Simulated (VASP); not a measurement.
A run of VASP 6.6.1:

File INCAR:

```
ALGO = Normal
EDIFF = 1E-6
ENCUT = 500
GGA = PE
GGA_COMPAT = False
ISIF = 2
ISMEAR = 0
LASPH = True
LCHARG = False
LREAL = False
LWAVE = False
NBANDS = 31
NELM = 120
PREC = Accurate
SIGMA = 0.1
```

Contents of KPOINTS:

```
k-points
0
Gamma
  6 6 2
```

Contents of POSCAR:

```
Ga2BAs3
1.0
    3.8666912350      0.0000000000      0.0000000000
   -1.9333456175      3.3486528381      0.0000000000
    0.0000000000      0.0000000000      9.4692309980
Ga B As
2 1 3
Direct
    0.6666666667      0.3333333333      0.3442330554
    0.3333333333      0.6666666667      0.9885981388
    0.0000000000      0.0000000000      0.6723868945
    0.3333333333      0.6666666667      0.2472828885
    0.0000000000      0.0000000000      0.8920060740
    0.6666666667      0.3333333333      0.6054929488
```

Potentials or basis: VASP PAW PBE potentials, release 64 (Ga_d, B, As).

Launch:

```console
$ cat potpaw_PBE.64/Ga_d/POTCAR potpaw_PBE.64/B/POTCAR potpaw_PBE.64/As/POTCAR > POTCAR
$ mpirun -np 1 vasp_std > vasp.out
```

Hardware: 1 thread of Intel Xeon 8259CL, on a shared host.

Task: Estimate the wall time of this run.

Result: Run time: 88 s on 1 thread of Intel Xeon 8259CL (shared host), peak memory 0.21 GiB. Counts: scf iterations 14, k points 14.
